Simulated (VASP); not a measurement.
# Si4Mo2S in VASP: further runs

Runs on Si4Mo2S. Level: PBE. Tasks: single point.

All numbers are computed with VASP 6.6.1; they aren't measurements. Logs are shortened: lines on timing, memory, paths and dates and some standing lists are left out, and cuts for length are marked.

### 1 The cell of the first run

The cell holds a slab with vacuum, 7 atoms: a = 3.217 Å, b = 3.217 Å, c = 21.879 Å, α = 90.00°, β = 90.00°, γ = 90.00°.

### 2 Single point, PBE

File INCAR:

```
PREC = Accurate ; ENCUT = 520
EDIFF = 1E-6 ; ISMEAR = 0
SIGMA = 0.1 ; LREAL = F
LASPH = T ; NELM = 60
ALGO = Fast ; ISIF = 2
LWAVE = F ; LCHARG = T
LDIPOL = T ; IDIPOL = 3
DIPOL = 0.5 0.5 0.361 ; GGA = PE
LELF = T ; LVHAR = T
LVACPOTAV = T ; NBANDS = 34
```

File KPOINTS:

```
regular mesh
0
Gamma
  8 8 1
```

File POSCAR:

```
Si4Mo2S
1.0
    3.2169717406      0.0000000000      0.0000000000
    0.0000000000      3.2169717406      0.0000000000
    0.0000000000      0.0000000000     21.8787970309
Si Mo S
4 2 1
Direct
    0.0000000000      0.0000000000      0.1828254083
    0.0000000000      0.0000000000      0.3015081460
    0.5000000000      0.5000000000      0.3593659940
    0.5000000000      0.5000000000      0.4743769512
    0.5000000000      0.5000000000      0.2421667771
    0.0000000000      0.0000000000      0.4192862009
    0.5000000000      0.8750000000      0.5505002854
```

Potentials or basis: VASP PAW PBE potentials, release 64 (Si, Mo_sv, S).

Run with:

```sh
$ cat potpaw_PBE.64/Si/POTCAR potpaw_PBE.64/Mo_sv/POTCAR potpaw_PBE.64/S/POTCAR > POTCAR
$ mpirun -np 1 vasp_std > vasp.out
```

OUTCAR:

```text
PREC = Accurate
   ENCUT = 520
   EDIFF = 1E-6
   ISMEAR = 0
   LREAL = F
   LASPH = T
   NELM = 60
   ISIF = 2
   GGA = PE

 ion  position               nearest neighbor table
   1  0.000  0.000  0.183-   2 2.60   5 2.62   5 2.62   5 2.62   5 2.62
   2  0.000  0.000  0.302-   6 2.58   1 2.60   3 2.60   3 2.60   3 2.60   3 2.60   5 2.62   5 2.62
                             5 2.62   5 2.62
   3  0.500  0.500  0.359-   4 2.52   5 2.56   2 2.60   2 2.60   2 2.60   2 2.60   6 2.63   6 2.63
                             6 2.63   6 2.63
   4  0.500  0.500  0.474-   7 2.06   3 2.52   6 2.57   6 2.57   6 2.57   6 2.57   7 2.61
   5  0.500  0.500  0.242-   3 2.56   1 2.62   1 2.62   1 2.62   1 2.62   2 2.62   2 2.62   2 2.62
                             2 2.62
   6  0.000  0.000  0.419-   4 2.57   4 2.57   4 2.57   4 2.57   2 2.58   3 2.63   3 2.63   3 2.63
                             3 2.63
   7  0.500  0.875  0.551-   4 2.06   4 2.61

  LATTYP: Found a simple tetragonal cell.
 ALAT       =     3.2169717406
 C/A-ratio  =     6.8010535358

  Lattice vectors:

 A1 = (   3.2169717406,   0.0000000000,   0.0000000000)
 A2 = (   0.0000000000,   3.2169717406,   0.0000000000)
 A3 = (   0.0000000000,   0.0000000000,  21.8787970309)

Analysis of symmetry for initial positions (statically):
=====================================================================
 Subroutine PRICEL returns:
 Original cell was already a primitive cell.

 Routine SETGRP: Setting up the symmetry group for a
 simple tetragonal supercell.

 Subroutine GETGRP returns: Found  2 space group operations
 (whereof  2 operations were pure point group operations)
 out of a pool of 16 trial point group operations.

The static configuration has the point symmetry C_1h.

Analysis of symmetry for dynamics (positions and initial velocities):
=====================================================================
 Subroutine PRICEL returns:
 Original cell was already a primitive cell.

 Routine SETGRP: Setting up the symmetry group for a
 simple tetragonal supercell.

 Subroutine GETGRP returns: Found  2 space group operations
 (whereof  2 operations were pure point group operations)
 out of a pool of 16 trial point group operations.

The dynamic configuration has the point symmetry C_1h.

 Subroutine INISYM returns: Found  2 space group operations
 (whereof  2 operations are pure point group operations),
 and found     1 'primitive' translations

----------------------------------------------------------------------------------------

                                     Primitive cell

  volume of cell :     226.4216

  direct lattice vectors                    reciprocal lattice vectors
     3.216971741  0.000000000  0.000000000     0.310851347  0.000000000  0.000000000
     0.000000000  3.216971741  0.000000000     0.000000000  0.310851347  0.000000000
     0.000000000  0.000000000 21.878797031     0.000000000  0.000000000  0.045706352

  length of vectors
     3.216971741  3.216971741 21.878797031     0.310851347  0.310851347  0.045706352

  position of ions in fractional coordinates (direct lattice)
     0.000000000  0.000000000  0.182825408
     0.000000000  0.000000000  0.301508146
     0.500000000  0.500000000  0.359365994
     0.500000000  0.500000000  0.474376951
     0.500000000  0.500000000  0.242166777
     0.000000000  0.000000000  0.419286201
     0.500000000  0.875000000  0.550500285

  ion indices of the primitive-cell ions
   primitive index   ion index
                 1           1
                 2           2
                 3           3
                 4           4
                 5           5
                 6           6
                 7           7

----------------------------------------------------------------------------------------

 KPOINTS: regular mesh

Automatic generation of k-mesh.
 Grid dimensions read from file:
 generate k-points for:    8    8    1

 Generating k-lattice:

  Cartesian coordinates                     Fractional coordinates (reciprocal lattice)
     0.038856418  0.000000000  0.000000000     0.125000000  0.000000000  0.000000000
     0.000000000  0.038856418  0.000000000     0.000000000  0.125000000  0.000000000
     0.000000000  0.000000000  0.045706352     0.000000000  0.000000000  1.000000000

  Length of vectors
     0.038856418  0.038856418  0.045706352

  Shift w.r.t. Gamma in fractional coordinates (k-lattice)
     0.000000000  0.000000000  0.000000000

 Subroutine IBZKPT returns following result:
 ===========================================

 Found     25 irreducible k-points:

 Following reciprocal coordinates:
            Coordinates               Weight
  0.000000  0.000000  0.000000      1.000000
  0.125000  0.000000  0.000000      2.000000
  0.000000  0.125000  0.000000      2.000000
  0.250000  0.000000  0.000000      2.000000
  0.000000  0.250000  0.000000      2.000000
  0.375000  0.000000  0.000000      2.000000
[... 16 lines left out ...]
  0.500000  0.375000  0.000000      2.000000
 -0.375000  0.500000  0.000000      2.000000
   k-points           NKPTS =     25   k-points in BZ     NKDIM =     25   number of bands    NBANDS=     34
   number of dos      NEDOS =    301   number of ions     NIONS =      7
   total plane-waves  NPLWV =  96768
   dimension x,y,z NGX =    24 NGY =   24 NGZ =  168
   dimension x,y,z NGXF=    48 NGYF=   48 NGZF=  336
   ions per type =               4   2   1
   NGX,Y,Z   is equivalent  to a cutoff of  12.40, 12.40, 12.77 a.u.
   NGXF,Y,Z  is equivalent  to a cutoff of  24.81, 24.81, 25.53 a.u.
 SYSTEM =  unknown system
   PREC   = accura    normal or accurate (medium, high low for compatibility)
   ISTART =      0    job   : 0-new  1-cont  2-samecut
   ICHARG =      2    charge: 1-file 2-atom 10-const
   ISPIN  =      1    spin polarized calculation?
   LNONCOLLINEAR =      F non collinear calculations
   LSORBIT =      F    spin-orbit coupling
   LASPH  =      T    aspherical Exc in radial PAW
   ENCUT  =  520.0 eV  38.22 Ry    6.18 a.u.   5.98  5.98 40.68*2*pi/ulx,y,z
   NELM   =     60;   NELMIN=  2; NELMDL= -5     # of ELM steps
   EDIFF  = 0.1E-05   stopping-criterion for ELM
   LREAL  =      F    real-space projection
   EDIFFG = 0.1E-04   stopping-criterion for IOM
   NSW    =      0    number of steps for IOM
   IBRION =     -1    ionic relax: 0-MD 1-quasi-New 2-CG
   NFREE  =      0    steps in history (QN), initial steepest desc. (CG)
   ISIF   =      2    stress and relaxation
   ISYM   =      2    0-nonsym 1-usesym 2-fastsym
   POTIM  = 0.5000    time-step for ionic-motion
   TEBEG  =    0.0;   TEEND  =   0.0 temperature during run
   PSTRESS=    0.0 pullay stress
   NELECT =      50.0000    total number of electrons
   NUPDOWN=      -1.0000    fix difference up-down
   EMIN   =  10.00;   EMAX   =-10.00  energy-range for DOS
   EFERMI =   0.00;   METHOD = LEGACY
   ISMEAR =     0;   SIGMA  =   0.10  broadening in eV -4-tet -1-fermi 0-gaus
   EFERMI_NEDOS =   21; number of points for ismear=-14 and -15
   IALGO  =     68    algorithm
   IMIX   =      4    mixing-type and parameters
     AMIX     =   0.40;   BMIX     =  1.00
     AMIX_MAG =   1.60;   BMIX_MAG =  1.00
  volume/ion in A,a.u.               =      32.35       218.28
  Fermi-wavevector in a.u.,A,eV,Ry     =   0.989522  1.869926 13.322200  0.979154
  Thomas-Fermi vector in A             =   2.121127
   LORBIT       =      0    0 simple, 1 ext, 2 COOP (PROOUT), +10 PAW based schemes
   GGA     = PE    functional components
   LHFCALC =     F    Hartree Fock is set to
   AEXX    =    0.0000 exact exchange contribution
   IVDW    =     0    specifies the selected vdW correction
   LEPSILON=     F    determine dielectric tensor
   LRPA    =     F    only Hartree local field effects (RPA)
 non-spin polarized calculation
 RMM-DIIS sequential band-by-band and
 Gauss-broadening in eV      SIGMA  =   0.10
  energy-cutoff  :      520.00
  volume of cell :      226.42
 maximum number of plane-waves:      6156
   NGX = 11   NGY = 11   NGZ = 81

 dipolmoment           0.000000      0.000000     -0.056548 electrons x Angstroem

 number of electron      50.0000007 magnetization

 dipolmoment           0.000000      0.000000      0.046581 electrons x Angstroem

 Free energy of the ion-electron system (eV)
  ---------------------------------------------------
  ext. energy  EPLUGINS =         0.00000000
  ---------------------------------------------------
  free energy    TOTEN  =       -48.25858373 eV

  energy without entropy =      -48.25255489  energy(sigma->0) =      -48.25556931

 E-fermi :   2.0284     XC(G=0):  -6.0764

 val. band max:        1.9871465198   @ k =   0.5000   0.1250   0.0000
 cond. band min:       2.1198531251   @ k =   0.1250   0.0000   0.0000
 fundamental gap:      0.1327066053
 Fermi energy:         2.0283940023

 k-point     1 :       0.0000    0.0000    0.0000
  band No.  band energies     occupation
      1     -58.6811      2.00000
      2     -58.5102      2.00000
      3     -32.8803      2.00000
      4     -32.7803      2.00000
      5     -32.7029      2.00000
      6     -32.6613      2.00000
[... 26 lines left out ...]
     33       6.1410      0.00000
     34       6.2515      0.00000

 k-point     2 :       0.1250    0.0000    0.0000
  band No.  band energies     occupation
      1     -58.6786      2.00000
      2     -58.5077      2.00000
      3     -32.8760      2.00000
      4     -32.7767      2.00000
      5     -32.7396      2.00000
      6     -32.6570      2.00000
[... 26 lines left out ...]
     33       6.3838      0.00000
     34       6.4893      0.00000

 k-point     3 :       0.0000    0.1250    0.0000
  band No.  band energies     occupation
      1     -58.6786      2.00000
      2     -58.5077      2.00000
      3     -32.8788      2.00000
      4     -32.8141      2.00000
      5     -32.6993      2.00000
      6     -32.6571      2.00000
[... 26 lines left out ...]
     33       6.2658      0.00000
     34       6.3560      0.00000

 k-point     4 :       0.2500    0.0000    0.0000
  band No.  band energies     occupation
      1     -58.6725      2.00000
      2     -58.5018      2.00000
      3     -32.8654      2.00000
      4     -32.8271      2.00000
      5     -32.7680      2.00000
      6     -32.6976      2.00000
[... 26 lines left out ...]
     33       6.6529      0.00000
     34       6.9403      0.00000

 k-point     5 :       0.0000    0.2500    0.0000
  band No.  band energies     occupation
      1     -58.6725      2.00000
      2     -58.5018      2.00000
      3     -32.9160      2.00000
      4     -32.8538      2.00000
      5     -32.7016      2.00000
      6     -32.6907      2.00000
[... 621 lines left out ...]
 k-point    22 :       0.3750    0.3750    0.0000
  band No.  band energies     occupation
      1     -58.6522      2.00000
      2     -58.4817      2.00000
      3     -32.9664      2.00000
      4     -32.8816      2.00000
      5     -32.8246      2.00000
      6     -32.7565      2.00000
[... 26 lines left out ...]
     33       6.0001      0.00000
     34       6.4914      0.00000

 k-point    23 :       0.5000    0.3750    0.0000
  band No.  band energies     occupation
      1     -58.6497      2.00000
      2     -58.4793      2.00000
      3     -32.9610      2.00000
      4     -32.9153      2.00000
      5     -32.8206      2.00000
      6     -32.7848      2.00000
[... 26 lines left out ...]
     33       5.9067      0.00000
     34       6.3326      0.00000

 k-point    24 :      -0.3750    0.5000    0.0000
  band No.  band energies     occupation
      1     -58.6497      2.00000
      2     -58.4793      2.00000
      3     -32.9994      2.00000
      4     -32.8762      2.00000
      5     -32.8213      2.00000
      6     -32.7887      2.00000
[... 26 lines left out ...]
     33       6.0564      0.00000
     34       6.1773      0.00000

 [... further k-points ...]

------------------------ aborting loop because EDIFF is reached ----------------------------------------

  FORCE on cell =-STRESS in cart. coord.  units (eV):
  Direction    XX          YY          ZZ          XY          YZ          ZX
  --------------------------------------------------------------------------------------
  -------------------------------------------------------------------------------------
  Total        1.2388590      0.8545533     -0.2769015      0.0000000      0.9835800      0.0000000
  in kB        8.7662635      6.0468863     -1.9593769      0.0000000      6.9598896      0.0000000
  external PRESSURE =       4.2845910 kB  Pullay stress =       0.0000000 kB

 VOLUME and BASIS-vectors are now :
 -----------------------------------------------------------------------------
  energy-cutoff  :      520.00
  volume of cell :      226.42
      direct lattice vectors                 reciprocal lattice vectors
     3.216971741  0.000000000  0.000000000     0.310851347  0.000000000  0.000000000
     0.000000000  3.216971741  0.000000000     0.000000000  0.310851347  0.000000000
     0.000000000  0.000000000 21.878797031     0.000000000  0.000000000  0.045706352

 POSITION                                       TOTAL-FORCE (eV/Angst)
 -----------------------------------------------------------------------------------
      0.00000      0.00000      4.00000         0.000000     -0.000461      0.553839
      0.00000      0.00000      6.59664         0.000000      0.009632     -0.578252
      1.60849      1.60849      7.86250         0.000000     -0.011171     -0.211508
      1.60849      1.60849     10.37880         0.000000     -1.364880      0.654562
      1.60849      1.60849      5.29832         0.000000     -0.002813     -0.060354
      0.00000      0.00000      9.17348         0.000000      0.454989     -0.297480
      1.60849      2.81485     12.04428         0.000000      0.914704     -0.060808
 -----------------------------------------------------------------------------------
    total drift:                                0.000000     -0.000022      0.000674

  FREE ENERGIE OF THE ION-ELECTRON SYSTEM (eV)
  ---------------------------------------------------
  free  energy   TOTEN  =       -48.2585837257 eV

  energy  without entropy=      -48.2525548946  energy(sigma->0) =      -48.25556931

 vacuum level on the upper side and lower side of the slab         7.369         6.555
```

It took 7.1 min on 1 thread of AMD EPYC 9755, shared host; peak memory 0.37 GiB.

What came out:

* Free energy: -48.2586 eV
* Largest force: 1.514 eV/Å
* Band gap on the k mesh: zero (bands 25 and 26 overlap by 0.57 eV)

Forces in eV/Å, atoms in the order of the input:
```
Si   0.000  0.000  0.554
Si   0.000  0.010 -0.578
Si   0.000 -0.011 -0.212
Si   0.000 -1.365  0.655
Mo   0.000 -0.003 -0.060
Mo   0.000  0.455 -0.297
S    0.000  0.915 -0.061
```

### 3 Single point, PBE

File INCAR:

```
SYSTEM = Si4Mo2S
ALGO = Fast ; DIPOL = 0.5 0.5 0.360
EDIFF = 1E-6 ; ENCUT = 520
GGA = PE ; IDIPOL = 3
ISIF = 2 ; ISMEAR = 0
LASPH = .TRUE. ; LCHARG = .TRUE.
LDIPOL = .TRUE. ; LELF = .TRUE.
LREAL = .FALSE. ; LVACPOTAV = .TRUE.
LVHAR = .TRUE. ; LWAVE = .FALSE.
NBANDS = 34 ; NELM = 60
PREC = Accurate ; SIGMA = 0.1
```

File KPOINTS:

```
k-points
0
G
  8 8 1
  0 0 0
```

POSCAR: that of step 2 with these lines changed.

```diff
@@ -14,2 +14,2 @@
     0.0000000000      0.0000000000      0.4192862009
-    0.5000000000      0.8750000000      0.5505002854
+    0.6250000000      1.0000000000      0.5413477188
```

Potentials or basis: VASP PAW PBE potentials, release 64 (Si, Mo_sv, S).

Run with:

```sh
$ cat potpaw_PBE.64/Si/POTCAR potpaw_PBE.64/Mo_sv/POTCAR potpaw_PBE.64/S/POTCAR > POTCAR
$ mpirun -np 1 vasp_std > vasp.out
```

Run time: 7.5 min. Hardware: 1 thread of AMD EPYC 9755, shared host; peak memory 0.36 GiB.

Results (log left out):

```yaml
Free_energy: -48.5755 eV
Largest_force: 0.687 eV/Å
Band_gap_on_the_k_mesh: zero (bands 25 and 26 overlap by 0.52 eV)
```

Forces on the atoms (eV/Å):
```
Si  -0.026  0.000  0.569
Si   0.033  0.000 -0.594
Si  -0.099  0.000 -0.255
Si   0.012  0.000  0.687
Mo   0.053  0.000 -0.124
Mo  -0.260  0.000 -0.242
S    0.287  0.000 -0.042
```

Levels at points of the mesh, in eV from the Fermi level:
```csv
k point,band 23,band 24,band 25,band 26,band 27,band 28
"(0.00, 0.00, 0.00)",-0.44,-0.12,0.35,0.69,1.02,1.37
"(0.50, 0.00, 0.00)",-1.73,-0.46,-0.26,-0.17,0.16,2.26
"(0.00, 0.50, 0.00)",-1.02,-0.25,-0.20,0.13,1.81,2.29
"(0.50, 0.50, 0.00)",-1.70,-1.67,-0.02,0.12,1.62,1.75
```

### 4 Single point, PBE

File INCAR:

```
SYSTEM = Si4Mo2S
ALGO = Fast ; DIPOL = 0.5 0.5 0.359
EDIFF = 1E-7 ; ENCUT = 520
GGA = PE ; IDIPOL = 3
ISIF = 2 ; ISMEAR = 0
LASPH = .TRUE. ; LCHARG = .FALSE.
LDIPOL = .TRUE. ; LREAL = .FALSE.
LWAVE = .FALSE. ; NBANDS = 34
NELM = 100 ; PREC = Accurate
SIGMA = 0.1
```

KPOINTS is that of step 3.

POSCAR: that of step 3 with these lines changed.

```diff
@@ -14,2 +14,2 @@
     0.0000000000      0.0000000000      0.4192862009
-    0.6250000000      1.0000000000      0.5413477188
+    0.8750000000      1.0000000000      0.5334661872
```

Run with:

```sh
$ cat potpaw_PBE.64/Si/POTCAR potpaw_PBE.64/Mo_sv/POTCAR potpaw_PBE.64/S/POTCAR > POTCAR
$ mpirun -np 1 vasp_std > vasp.out
```

Wall time 7.8 min (1 thread of AMD EPYC 9755, shared host); peak memory 0.38 GiB.

It converged, with:

- Free energy: -48.6592 eV
- Largest force: 1.435 eV/Å
- Band gap on the k mesh: zero (bands 25 and 26 overlap by 1.01 eV)

Forces on the atoms (eV/Å):
```
Si   0.019  0.000  0.640
Si  -0.008  0.000 -0.666
Si  -0.012  0.000 -0.343
Si   0.341  0.000  1.393
Mo  -0.025  0.000 -0.444
Mo  -0.073  0.000 -0.566
S   -0.242  0.000 -0.014
```

Levels at points of the mesh, in eV from the Fermi level:
| k point | band 21 | band 22 | band 23 | band 24 | band 25 | band 26 | band 27 | band 28 | band 29 | band 30 |
| --- | --- | --- | --- | --- | --- | --- | --- | --- | --- | --- |
| (0.00, 0.00, 0.00) | -1.54 | -0.44 | -0.14 | 0.36 | 0.50 | 0.75 | 0.99 | 1.70 | 1.72 | 2.31 |
| (0.50, 0.00, 0.00) | -2.15 | -1.69 | -1.48 | -0.14 | -0.13 | 0.32 | 2.19 | 2.38 | 2.59 | 3.34 |
| (0.00, 0.50, 0.00) | -2.15 | -1.69 | -1.07 | -0.15 | -0.12 | 0.23 | 2.29 | 2.44 | 3.06 | 3.25 |
| (0.50, 0.50, 0.00) | -2.95 | -1.74 | -1.64 | -1.47 | -0.48 | -0.47 | 1.09 | 2.39 | 2.43 | 2.57 |

### 5 Summary

```csv
cell,further INCAR settings,gap on the mesh (eV),largest force (eV/Å)
"as given, atomic positions A",ALGO = Fast; EDIFF = 1e-06; NBANDS = 34,none,1.51
"as given, atomic positions B",ALGO = Fast; EDIFF = 1e-06; NBANDS = 34,none,0.69
"as given, atomic positions C",ALGO = Fast; EDIFF = 1e-07; NBANDS = 34,none,1.43
```

Alike in all rows: task single point; level PBE; potentials or basis VASP PAW PBE potentials, release 64 (Si, Mo_sv, S); no spin polarisation; k mesh 8 × 8 × 1; cutoff (eV) 520; smearing gaussian 0.1 eV.

Absolute energies hang on the potentials; compare differences alone.

The gap in the log of VASP goes by the Fermi energy; the results here count the filled bands.